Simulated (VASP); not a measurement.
# Te (R-3m) in VASP: a series of runs

Runs on Te. Level: PBE. Tasks: single point.

Program: VASP 6.6.1. These are calculated values, not measurements. Logs are shortened: lines on timing, memory, paths and dates and some standing lists are left out, and cuts for length are marked.

### 1 The cell of the first run

It takes space group R-3m (No. 166, trigonal). Conventional cell: a = 4.250 Å, b = 4.250 Å, c = 20.657 Å, α = 90.00°, β = 90.00°, γ = 120.00°. Within 4.0 Å of Te (site symmetry -3m) lie 6 Te at 3.06 Å. Te (site symmetry 3m) has 3 Te at 3.06 Å within 4.0 Å.

### 2 Single point, PBE

INCAR reads:

```
ALGO     = Normal         # electronic algorithm
EDIFF    = 1E-7           # SCF threshold, eV
ENCUT    = 520            # plane-wave cutoff, eV
GGA      = PE             # functional
ISIF     = 2              # what is computed and relaxed
ISMEAR   = 0              # smearing method
LASPH    = True           # aspherical terms in the spheres
LCHARG   = True           # write CHGCAR
LELF     = True           # ELF
LREAL    = False          # projectors in reciprocal space
LVHAR    = True         
LWAVE    = False          # write WAVECAR
NBANDS   = 16             # bands
NELM     = 100            # most SCF steps
PREC     = Accurate       # precision mode
SIGMA    = 0.1            # smearing width, eV
```

KPOINTS reads:

```
k-points
0
Gamma
  12 12 12
```

POSCAR reads:

```
Te
1.0
    2.1252074776      1.2269891093      6.8858208025
   -2.1252074776      1.2269891093      6.8858208025
    0.0000000000     -2.4539782185      6.8858208025
Te
3
Direct
    0.0000000000      0.0000000000      0.0000000000
    0.2450784129      0.2450784129      0.2450784129
    0.7549215871      0.7549215871      0.7549215871
```

Potentials or basis: VASP PAW PBE potentials, release 64 (Te).

The run is started by

```bash
> cat potpaw_PBE.64/Te/POTCAR > POTCAR
> mpirun -np 1 vasp_std > vasp.out
```

OUTCAR:

```text
EDIFF = 1E-7
   ENCUT = 520
   GGA = PE
   ISIF = 2
   ISMEAR = 0
   LASPH = True
   LREAL = False
   NELM = 100
   PREC = Accurate

 ion  position               nearest neighbor table
   1  0.000  0.000  0.000-   3 3.06   2 3.06   3 3.06   3 3.06   2 3.06   2 3.06
   2  0.245  0.245  0.245-   1 3.06   1 3.06   1 3.06
   3  0.755  0.755  0.755-   1 3.06   1 3.06   1 3.06

  LATTYP: Found a trigonal (rhomboedric) cell.
 ALAT       =     7.3100299056
 COS(alpha) =     0.8309581025

  Lattice vectors:

 A1 = (   2.1252074776,   1.2269891093,   6.8858208025)
 A2 = (  -2.1252074776,   1.2269891093,   6.8858208025)
 A3 = (   0.0000000000,  -2.4539782185,   6.8858208025)

Analysis of symmetry for initial positions (statically):
=====================================================================
 Subroutine PRICEL returns:
 Original cell was already a primitive cell.

 Routine SETGRP: Setting up the symmetry group for a
 trigonal (rhombohedral) supercell.

 Subroutine GETGRP returns: Found 12 space group operations
 (whereof 12 operations were pure point group operations)
 out of a pool of 12 trial point group operations.

The static configuration has the point symmetry D_3d.

Analysis of symmetry for dynamics (positions and initial velocities):
=====================================================================
 Subroutine PRICEL returns:
 Original cell was already a primitive cell.

 Routine SETGRP: Setting up the symmetry group for a
 trigonal (rhombohedral) supercell.

 Subroutine GETGRP returns: Found 12 space group operations
 (whereof 12 operations were pure point group operations)
 out of a pool of 12 trial point group operations.

The dynamic configuration has the point symmetry D_3d.

 Subroutine INISYM returns: Found 12 space group operations
 (whereof 12 operations are pure point group operations),
 and found     1 'primitive' translations

----------------------------------------------------------------------------------------

                                     Primitive cell

  volume of cell :     107.7331

  direct lattice vectors                    reciprocal lattice vectors
     2.125207478  1.226989109  6.885820802     0.235271147  0.135833860  0.048408656
    -2.125207478  1.226989109  6.885820802    -0.235271147  0.135833860  0.048408656
     0.000000000 -2.453978219  6.885820802     0.000000000 -0.271667720  0.048408656

  length of vectors
     7.310029906  7.310029906  7.310029906     0.275947002  0.275947002  0.275947002

  position of ions in fractional coordinates (direct lattice)
     0.000000000  0.000000000  0.000000000
     0.245078413  0.245078413  0.245078413
     0.754921587  0.754921587  0.754921587

  ion indices of the primitive-cell ions
   primitive index   ion index
                 1           1
                 2           2
                 3           3

----------------------------------------------------------------------------------------

 KPOINTS: k-points

Automatic generation of k-mesh.
 Grid dimensions read from file:
 generate k-points for:   12   12   12

 Generating k-lattice:

  Cartesian coordinates                     Fractional coordinates (reciprocal lattice)
     0.019605929  0.011319488  0.004034055     0.083333333  0.000000000  0.000000000
    -0.019605929  0.011319488  0.004034055     0.000000000  0.083333333  0.000000000
     0.000000000 -0.022638977  0.004034055     0.000000000  0.000000000  0.083333333

  Length of vectors
     0.022995583  0.022995583  0.022995583

  Shift w.r.t. Gamma in fractional coordinates (k-lattice)
     0.000000000  0.000000000  0.000000000

 Subroutine IBZKPT returns following result:
 ===========================================

 Found    189 irreducible k-points:

 Following reciprocal coordinates:
            Coordinates               Weight
  0.000000  0.000000  0.000000      1.000000
  0.083333 -0.000000 -0.000000      6.000000
  0.166667  0.000000 -0.000000      6.000000
  0.250000 -0.000000  0.000000      6.000000
  0.333333 -0.000000 -0.000000      6.000000
  0.416667 -0.000000 -0.000000      6.000000
[... 16 lines left out ...]
  0.500000  0.166667  0.000000     12.000000
 -0.416667  0.166667  0.000000     12.000000
 [... further k-points ...]
   k-points           NKPTS =    189   k-points in BZ     NKDIM =    189   number of bands    NBANDS=     16
   number of dos      NEDOS =    301   number of ions     NIONS =      3
   total plane-waves  NPLWV = 157464
   dimension x,y,z NGX =    54 NGY =   54 NGZ =   54
   dimension x,y,z NGXF=   108 NGYF=  108 NGZF=  108
   ions per type =               3
   NGX,Y,Z   is equivalent  to a cutoff of  12.28, 12.28, 12.28 a.u.
   NGXF,Y,Z  is equivalent  to a cutoff of  24.56, 24.56, 24.56 a.u.
 SYSTEM =  unknown system
   PREC   = accura    normal or accurate (medium, high low for compatibility)
   ISTART =      0    job   : 0-new  1-cont  2-samecut
   ICHARG =      2    charge: 1-file 2-atom 10-const
   ISPIN  =      1    spin polarized calculation?
   LNONCOLLINEAR =      F non collinear calculations
   LSORBIT =      F    spin-orbit coupling
   LASPH  =      T    aspherical Exc in radial PAW
   ENCUT  =  520.0 eV  38.22 Ry    6.18 a.u.  13.59 13.59 13.59*2*pi/ulx,y,z
   NELM   =    100;   NELMIN=  2; NELMDL= -5     # of ELM steps
   EDIFF  = 0.1E-06   stopping-criterion for ELM
   LREAL  =      F    real-space projection
   EDIFFG = 0.1E-05   stopping-criterion for IOM
   NSW    =      0    number of steps for IOM
   IBRION =     -1    ionic relax: 0-MD 1-quasi-New 2-CG
   NFREE  =      0    steps in history (QN), initial steepest desc. (CG)
   ISIF   =      2    stress and relaxation
   ISYM   =      2    0-nonsym 1-usesym 2-fastsym
   POTIM  = 0.5000    time-step for ionic-motion
   TEBEG  =    0.0;   TEEND  =   0.0 temperature during run
   PSTRESS=    0.0 pullay stress
   NELECT =      18.0000    total number of electrons
   NUPDOWN=      -1.0000    fix difference up-down
   EMIN   =  10.00;   EMAX   =-10.00  energy-range for DOS
   EFERMI =   0.00;   METHOD = LEGACY
   ISMEAR =     0;   SIGMA  =   0.10  broadening in eV -4-tet -1-fermi 0-gaus
   EFERMI_NEDOS =   21; number of points for ismear=-14 and -15
   IALGO  =     38    algorithm
   IMIX   =      4    mixing-type and parameters
     AMIX     =   0.40;   BMIX     =  1.00
     AMIX_MAG =   1.60;   BMIX_MAG =  1.00
  volume/ion in A,a.u.               =      35.91       242.34
  Fermi-wavevector in a.u.,A,eV,Ry     =   0.901674  1.703916 11.061743  0.813015
  Thomas-Fermi vector in A             =   2.024783
   LORBIT       =      0    0 simple, 1 ext, 2 COOP (PROOUT), +10 PAW based schemes
   GGA     = PE    functional components
   LHFCALC =     F    Hartree Fock is set to
   AEXX    =    0.0000 exact exchange contribution
   IVDW    =     0    specifies the selected vdW correction
   LEPSILON=     F    determine dielectric tensor
   LRPA    =     F    only Hartree local field effects (RPA)
 non-spin polarized calculation
 Gauss-broadening in eV      SIGMA  =   0.10
  energy-cutoff  :      520.00
  volume of cell :      107.73
 maximum number of plane-waves:      2923
   NGX = 27   NGY = 27   NGZ = 27

 number of electron      18.0000000 magnetization

 Free energy of the ion-electron system (eV)
  ---------------------------------------------------
  ext. energy  EPLUGINS =         0.00000000
  ---------------------------------------------------
  free energy    TOTEN  =        -9.20550719 eV

  energy without entropy =       -9.20540684  energy(sigma->0) =       -9.20545702

 E-fermi :   5.1654     XC(G=0):  -8.7859

 val. band max:        4.9982195203   @ k =  -0.1667   0.1667   0.0000
 cond. band min:       5.2045757905   @ k =   0.5000   0.5000   0.5000
 fundamental gap:      0.2063562702
 Fermi energy:         5.1653959701

 k-point     1 :       0.0000    0.0000    0.0000
  band No.  band energies     occupation
      1      -8.4883      2.00000
      2      -5.7442      2.00000
      3      -3.8593      2.00000
      4       2.7222      2.00000
      5       2.7222      2.00000
      6       3.1436      2.00000
[... 8 lines left out ...]
     15      10.9070      0.00000
     16      11.4244      0.00000

 k-point     2 :       0.0833   -0.0000   -0.0000
  band No.  band energies     occupation
      1      -8.4276      2.00000
      2      -5.7130      2.00000
      3      -3.8952      2.00000
      4       2.0483      2.00000
      5       2.5867      2.00000
      6       2.8706      2.00000
[... 8 lines left out ...]
     15      11.0655      0.00000
     16      11.6732      0.00000

 k-point     3 :       0.1667    0.0000   -0.0000
  band No.  band energies     occupation
      1      -8.2484      2.00000
      2      -5.6264      2.00000
      3      -4.0224      2.00000
      4       1.2928      2.00000
      5       2.2844      2.00000
      6       2.2878      2.00000
[... 8 lines left out ...]
     15      11.4871      0.00000
     16      11.7375      0.00000

 k-point     4 :       0.2500   -0.0000    0.0000
  band No.  band energies     occupation
      1      -7.9607      2.00000
      2      -5.5090      2.00000
      3      -4.2742      2.00000
      4       0.7433      2.00000
      5       1.7028      2.00000
      6       1.9612      2.00000
[... 8 lines left out ...]
     15      12.0493      0.00000
     16      12.0761      0.00000

 k-point     5 :       0.3333   -0.0000   -0.0000
  band No.  band energies     occupation
      1      -7.5890      2.00000
      2      -5.4253      2.00000
      3      -4.6156      2.00000
      4       0.3717      2.00000
      5       1.3400      2.00000
      6       1.6966      2.00000
[... 8 lines left out ...]
     15      12.0626      0.00000
     16      12.6921      0.00000

 k-point     6 :       0.4167   -0.0000   -0.0000
  band No.  band energies     occupation
      1      -7.1997      2.00000
      2      -5.5189      2.00000
      3      -4.8467      2.00000
      4       0.1056      2.00000
      5       1.2806      2.00000
      6       1.5270      2.00000
[... 8 lines left out ...]
     15      12.6561      0.00000
     16      13.2014      0.00000
[... 267 lines left out ...]
 k-point    21 :       0.3333    0.1667    0.0000
  band No.  band energies     occupation
      1      -7.7826      2.00000
      2      -5.5091      2.00000
      3      -4.3795      2.00000
      4       0.8136      2.00000
      5       0.9676      2.00000
      6       2.0178      2.00000
[... 8 lines left out ...]
     15      11.5386      0.00000
     16      12.5838      0.00000

 k-point    22 :       0.4167    0.1667    0.0000
  band No.  band energies     occupation
      1      -7.4203      2.00000
      2      -5.4128      2.00000
      3      -4.7568      2.00000
      4       0.5134      2.00000
      5       0.8224      2.00000
      6       1.6523      2.00000
[... 8 lines left out ...]
     15      11.5444      0.00000
     16      12.6599      0.00000

 k-point    23 :       0.5000    0.1667    0.0000
  band No.  band energies     occupation
      1      -7.0427      2.00000
      2      -5.4494      2.00000
      3      -5.0450      2.00000
      4       0.2569      2.00000
      5       0.8790      2.00000
      6       1.2838      2.00000
[... 8 lines left out ...]
     15      11.7181      0.00000
     16      12.5604      0.00000

 k-point    24 :      -0.4167    0.1667    0.0000
  band No.  band energies     occupation
      1      -6.8478      2.00000
      2      -5.5903      2.00000
      3      -5.0713      2.00000
      4       0.1575      2.00000
      5       0.9449      2.00000
      6       1.0504      2.00000
[... 8 lines left out ...]
     15      12.3575      0.00000
     16      12.5544      0.00000

 [... further k-points ...]
[... 5 lines left out ...]
  --------------------------------------------------------------------------------------
  -------------------------------------------------------------------------------------
  Total       -0.0097637     -0.0097637      0.0103431      0.0000000      0.0000000      0.0000000
  in kB       -0.1452036     -0.1452036      0.1538194      0.0000000      0.0000000      0.0000000
  external PRESSURE =      -0.0455292 kB  Pullay stress =       0.0000000 kB

 VOLUME and BASIS-vectors are now :
 -----------------------------------------------------------------------------
  energy-cutoff  :      520.00
  volume of cell :      107.73
      direct lattice vectors                 reciprocal lattice vectors
     2.125207478  1.226989109  6.885820802     0.235271147  0.135833860  0.048408656
    -2.125207478  1.226989109  6.885820802    -0.235271147  0.135833860  0.048408656
     0.000000000 -2.453978219  6.885820802     0.000000000 -0.271667720  0.048408656

 POSITION                                       TOTAL-FORCE (eV/Angst)
 -----------------------------------------------------------------------------------
      0.00000      0.00000      0.00000        -0.000000     -0.000000     -0.000000
      0.00000      0.00000      5.06270         0.000000     -0.000000     -0.005415
      0.00000      0.00000     15.59476         0.000000      0.000000      0.005415
 -----------------------------------------------------------------------------------
    total drift:                               -0.000000     -0.000000      0.000000

  FREE ENERGIE OF THE ION-ELECTRON SYSTEM (eV)
  ---------------------------------------------------
  free  energy   TOTEN  =        -9.2055071929 eV

  energy  without entropy=       -9.2054068387  energy(sigma->0) =       -9.20545702
```

Wall time 12 min (1 thread of Intel Xeon Platinum 8488C (Sapphire Rapids), shared host); peak memory 0.54 GiB.

Results:

* Free energy: -9.2055 eV
* Pressure: 0.0 GPa
* Largest force: 0.005 eV/Å
* Band gap on the k mesh: 0.21 eV, indirect (least direct gap 0.29 eV)

Forces in eV/Å, atoms in the order of the input:
```
Te   0.000  0.000  0.000
Te   0.000  0.000 -0.005
Te   0.000  0.000  0.005
```

Levels at points of the mesh, in eV from the valence-band top:
```csv
k point,band 7,band 8,band 9,band 10,band 11,band 12
"(0.00, 0.00, 0.00)",-1.73,-0.65,-0.65,1.24,1.24,1.27
"(0.50, 0.00, 0.00)",-2.17,-1.09,-0.96,0.73,2.32,3.28
"(0.50, 0.50, 0.00)",-2.09,-0.61,-0.58,1.49,1.59,1.82
"(0.50, 0.50, 0.50)",-0.44,-0.44,-0.08,0.21,1.06,1.06
```

Caveat: spin-orbit coupling is left out, which moves the levels of the heavy elements. A k mesh can miss the band edges.

### 3 Single point, PBE

This run uses another cell than the first one: it holds 2 atoms, not 3.

INCAR reads:

```
ALGO     = Normal         # electronic algorithm
EDIFF    = 1E-6           # SCF threshold, eV
ENCUT    = 520            # plane-wave cutoff, eV
GGA      = PE             # functional
ISIF     = 2              # what is computed and relaxed
ISMEAR   = 0              # smearing method
LASPH    = T              # aspherical terms in the spheres
LCHARG   = F              # write CHGCAR
LREAL    = F              # projectors in reciprocal space
LWAVE    = F              # write WAVECAR
NBANDS   = 13             # bands
NELM     = 60             # most SCF steps
PREC     = Accurate       # precision mode
SIGMA    = 0.1            # smearing width, eV
```

KPOINTS reads:

```
k-points
0
Gamma
  6 6 6
```

POSCAR reads:

```
Te
1.0
    2.2141731743      1.2783534782      4.1059186877
   -2.2141731743      1.2783534782      4.1059186877
    0.0000000000     -2.5567069564      4.1059186877
Te
2
Direct
    0.2275400000      0.2275400000      0.2275400000
    0.7724600000      0.7724600000      0.7724600000
```

Potentials or basis: VASP PAW PBE potentials, release 64 (Te).

The run is started by

```bash
> cat potpaw_PBE.64/Te/POTCAR > POTCAR
> mpirun -np 1 vasp_std > vasp.out
```

Wall time 36 s (1 thread of AMD EPYC 7R43 (Zen 3), shared host); peak memory 0.18 GiB.

The run converged. Its results:

```
Free energy            : -5.5917 eV
Pressure               : 2.4 GPa
Largest force          : 1.565 eV/Å
Band gap on the k mesh : zero (band 6 reaches 6.83 eV, above the bottom of band 7 at 5.17 eV)
```

Forces on the atoms (eV/Å):
```
Te   0.000  0.000  1.565
Te   0.000  0.000 -1.565
```

Stress tensor (GPa, compression positive):
```
 4.25  0.00  0.00
 0.00  4.25  0.00
 0.00  0.00 -1.28
```

Levels at points of the mesh, in eV from the Fermi level:
| k point | band 2 | band 3 | band 4 | band 5 | band 6 | band 7 | band 8 | band 9 | band 10 | band 11 |
| --- | --- | --- | --- | --- | --- | --- | --- | --- | --- | --- |
| (0.00, 0.00, 0.00) | -8.52 | -3.10 | -3.05 | -3.05 | 0.00 | 0.67 | 0.67 | 5.10 | 5.10 | 5.20 |
| (0.50, 0.00, 0.00) | -11.15 | -3.48 | -3.46 | -2.02 | -1.56 | -0.67 | -0.18 | 6.51 | 6.67 | 7.86 |
| (0.50, 0.50, 0.00) | -10.52 | -5.52 | -4.31 | -4.21 | 0.66 | 2.17 | 3.35 | 4.03 | 7.68 | 8.04 |
| (0.50, 0.50, 0.50) | -10.22 | -2.77 | -2.77 | -2.30 | -0.69 | -0.69 | -0.59 | 5.76 | 7.53 | 7.53 |

Caveat: spin-orbit coupling is left out, which moves the levels of the heavy elements; forces of over 1 eV/Å act on the atoms, so gaps and moduli don't describe the material at rest.
